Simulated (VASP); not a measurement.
# WS2 (C2/m) in VASP: further runs, part 2 of 2

VASP 6.6.1. The steps go on from the part before.

### Step 4. Single point, PBE+D3(BJ)

This run uses another cell than the first one, of the same volume but with other edges.

INCAR reads:

```
SYSTEM = WS2
PREC = Accurate
ENCUT = 520
EDIFF = 1E-7
ISMEAR = 0
SIGMA = 0.05
LREAL = .FALSE.
LASPH = .TRUE.
NELM = 60
ALGO = Normal
ISIF = 2
LWAVE = .FALSE.
LCHARG = .FALSE.
GGA = PE
IVDW = 12
NBANDS = 35
```

KPOINTS reads:

```
Automatic mesh
0
G
  10 10 3
  0 0 0
```

POSCAR reads:

```
WS2
1.0
   -3.1542061832      0.0000000000      0.0000000000
   -1.5771030916     -2.7316226834      0.0000000000
   -2.7597727000     -1.5933555112     12.1399091344
W S
2 4
Direct
    0.1875083333      0.1875083333      0.2500000000
    0.2291916667      0.2291916667      0.7500000000
   -0.0284803192     -0.0284803192      0.6202874207
    0.5965030142      0.5965030142      0.1202874207
   -0.1798030142     -0.1798030142      0.8797125793
    0.4451803192      0.4451803192      0.3797125793
```

Potentials or basis: VASP PAW PBE potentials, release 64 (W_sv, S).

On the command line:

```bash
cat potpaw_PBE.64/W_sv/POTCAR potpaw_PBE.64/S/POTCAR > POTCAR
mpirun -np 1 vasp_std > vasp.out
```

OUTCAR:

```text
SYSTEM = WS2
   PREC = Accurate
   ENCUT = 520
   EDIFF = 1E-7
   ISMEAR = 0
   LREAL = .FALSE.
   LASPH = .TRUE.
   NELM = 60
   ISIF = 2
   GGA = PE
   IVDW = 12
 IVDW          = 12

 ion  position               nearest neighbor table
   1  0.188  0.188  0.250-   6 2.41   6 2.41   4 2.41   4 2.41   4 2.41   6 2.41
   2  0.229  0.229  0.750-   3 2.41   3 2.41   5 2.41   5 2.41   5 2.41   3 2.41
   3  0.972  0.972  0.620-   2 2.41   2 2.41   2 2.41
   4  0.597  0.597  0.120-   1 2.41   1 2.41   1 2.41
   5  0.820  0.820  0.880-   2 2.41   2 2.41   2 2.41
   6  0.445  0.445  0.380-   1 2.41   1 2.41   1 2.41

  LATTYP: Found a base centered monoclinic cell.
 ALAT       =     5.4632453668
 B/A-ratio  =     0.5773502692
 C/A-ratio  =     2.2608390057
 COS(beta)  =    -0.1843121067

  Lattice vectors:

 A1 = (  -3.1542061832,   0.0000000000,   0.0000000000)
 A2 = (  -1.5771030916,  -2.7316226834,   0.0000000000)
 A3 = (   1.9715365748,   1.1382671722,  12.1399091344)

Analysis of symmetry for initial positions (statically):
=====================================================================
 Subroutine PRICEL returns:
 Original cell was already a primitive cell.
[... 185 lines left out ...]
 Fermi energy:         8.1127260643

 k-point     1 :       0.0000    0.0000    0.0000
  band No.  band energies     occupation
      1     -66.8915      2.00000
      2     -66.8915      2.00000
      3     -31.1559      2.00000
      4     -31.1559      2.00000
      5     -30.9683      2.00000
      6     -30.9683      2.00000
[... 901 lines left out ...]
     34      12.0190      0.00000
     35      13.5205      0.00000

 [... further k-points ...]

------------------------ aborting loop because EDIFF is reached ----------------------------------------

 Edisp (eV)   -2.60949

 E8    (eV) :    -1.0964

  FORCE on cell =-STRESS in cart. coord.  units (eV):
  Direction    XX          YY          ZZ          XY          YZ          ZX
  --------------------------------------------------------------------------------------
  -------------------------------------------------------------------------------------
  Total       0.07102    -0.03133     1.82152     0.08864     0.28233     0.48902
  in kB       1.08780    -0.47995    27.90097     1.35771     4.32461     7.49044
  external pressure =        9.50 kB  Pullay stress =        0.00 kB

 VOLUME and BASIS-vectors are now :
 -----------------------------------------------------------------------------
  energy-cutoff  :      520.00
  volume of cell :      104.60
      direct lattice vectors                 reciprocal lattice vectors
    -3.154206183  0.000000000  0.000000000    -0.317036979  0.183041385 -0.048048136
    -1.577103092 -2.731622683  0.000000000     0.000000000 -0.366082771 -0.048048136
    -2.759772700 -1.593355511 12.139909134     0.000000000  0.000000000  0.082372939

 POSITION                                       TOTAL-FORCE (eV/Angst)
 -----------------------------------------------------------------------------------
     -1.57710     -0.91054      3.03498         0.030058      0.017354      0.049895
     -3.15421     -1.82108      9.10493        -0.030058     -0.017354     -0.049895
     -6.30841     -3.64216      7.53023         0.001099      0.000634     -0.014919
     -3.15421     -1.82108      1.46028         0.109380      0.063151      0.489509
     -6.30841     -3.64216     10.67963        -0.109380     -0.063151     -0.489509
     -3.15421     -1.82108      4.60968        -0.001099     -0.000634      0.014919
 -----------------------------------------------------------------------------------
    total drift:                                0.000000      0.000000      0.000000

  FREE ENERGIE OF THE ION-ELECTRON SYSTEM (eV)
  ---------------------------------------------------
  free  energy   TOTEN  =       -49.6093255495 eV

  energy  without entropy=      -49.6093255495  energy(sigma->0) =      -49.60932555
```

OSZICAR:

```text
N       E                     dE             d eps       ncg     rms          rms(c)
DAV:   1     0.514156138761E+03    0.51416E+03   -0.28394E+04  6564   0.149E+03
DAV:   2    -0.161162934647E+02   -0.53027E+03   -0.51135E+03  6938   0.414E+02
DAV:   3    -0.488931019210E+02   -0.32777E+02   -0.32223E+02  7423   0.975E+01
DAV:   4    -0.496736645993E+02   -0.78056E+00   -0.77732E+00  7329   0.158E+01
DAV:   5    -0.496892504599E+02   -0.15586E-01   -0.15571E-01  7268   0.235E+00    0.384E+01
DAV:   6    -0.473726566509E+02    0.23166E+01   -0.81671E+00  6765   0.193E+01    0.167E+01
DAV:   7    -0.471510691331E+02    0.22159E+00   -0.27303E+00  6503   0.864E+00    0.677E+00
DAV:   8    -0.469996115353E+02    0.15146E+00   -0.41368E-01  6794   0.449E+00    0.237E+00
DAV:   9    -0.470030873875E+02   -0.34759E-02   -0.56952E-02  7200   0.123E+00    0.124E+00
DAV:  10    -0.470002348134E+02    0.28526E-02   -0.27551E-02  7000   0.108E+00    0.395E-01
DAV:  11    -0.469998398180E+02    0.39500E-03   -0.41551E-03  6642   0.404E-01    0.190E-01
DAV:  12    -0.469998042718E+02    0.35546E-04   -0.16825E-04  6809   0.807E-02    0.833E-02
DAV:  13    -0.469998301639E+02   -0.25892E-04   -0.51001E-05  6594   0.415E-02    0.477E-02
DAV:  14    -0.469998319087E+02   -0.17447E-05   -0.16433E-05  7747   0.210E-02    0.334E-02
DAV:  15    -0.469998312996E+02    0.60906E-06   -0.35020E-06  7238   0.123E-02    0.153E-02
DAV:  16    -0.469998314414E+02   -0.14181E-06   -0.11562E-06  6193   0.478E-03    0.466E-03
DAV:  17    -0.469998315071E+02   -0.65633E-07   -0.11395E-07  4176   0.169E-03
   1 F= -.49609326E+02 E0= -.49609326E+02  d E =-.176941E-13
```

It took 7.3 min on 1 thread of Intel Xeon 8259CL, shared host; peak memory 0.39 GiB.

What came out:

```yaml
Free_energy: -49.6093 eV
Pressure: 1.0 GPa
Largest_force: 0.506 eV/Å
Band_gap_on_the_k_mesh: 0.84 eV (least direct gap 2.00 eV)
Dispersion_energy_per_atom: -0.435 eV
```

Forces in eV/Å, atoms in the order of the input:
```
W    0.030  0.017  0.050
W   -0.030 -0.017 -0.050
S    0.001  0.001 -0.015
S    0.109  0.063  0.490
S   -0.109 -0.063 -0.490
S   -0.001 -0.001  0.015
```

Stress tensor (GPa, compression positive):
```
 0.11  0.14  0.75
 0.14 -0.05  0.43
 0.75  0.43  2.79
```

Levels at points of the mesh, in eV from the valence-band top:
| k point | band 22 | band 23 | band 24 | band 25 | band 26 | band 27 | band 28 | band 29 | band 30 | band 31 |
| --- | --- | --- | --- | --- | --- | --- | --- | --- | --- | --- |
| (0.00, 0.00, 0.00) | -2.36 | -2.36 | -1.49 | -1.45 | 0.00 | 2.06 | 2.06 | 2.14 | 2.14 | 2.29 |
| (0.50, 0.00, 0.00) | -2.51 | -2.14 | -2.02 | -1.91 | -1.39 | 2.17 | 2.22 | 2.47 | 2.60 | 3.02 |
| (0.50, 0.50, 0.00) | -2.69 | -2.16 | -1.96 | -1.90 | -1.56 | 2.17 | 2.22 | 2.57 | 2.63 | 3.20 |

Caveat: spin-orbit coupling is left out, which moves the levels of the heavy elements; an odd mesh through Γ misses points on the zone boundary, where band edges can lie.

### Step 5. Overview

| cell | gap on the mesh (eV) | pressure (GPa) | largest force (eV/Å) |
| --- | --- | --- | --- |
| a = 3.154, b = 3.154, c = 12.216 Å, angles 84.4, 84.4, 60.0°, 6 atoms | 0.95 | 0.2 | 0.08 |
| a = 3.154, b = 3.154, c = 12.352 Å, angles 80.8, 80.8, 60.0°, 6 atoms | 0.97 | 0.2 | 0.13 |
| a = 3.154, b = 3.154, c = 12.551 Å, angles 77.3, 77.3, 60.0°, 6 atoms | 0.84 | 1.0 | 0.51 |

Alike in all rows: task single point; level PBE+D3(BJ); potentials or basis VASP PAW PBE potentials, release 64 (W_sv, S); no spin polarisation; k mesh 10 × 10 × 3; cutoff (eV) 520; smearing gaussian 0.05 eV.

Caveats: spin-orbit coupling is left out, which moves the levels of the heavy elements; an odd mesh through Γ misses points on the zone boundary, where band edges can lie.

Total energies depend on the potentials used, so only differences within one code and one set of settings carry meaning.
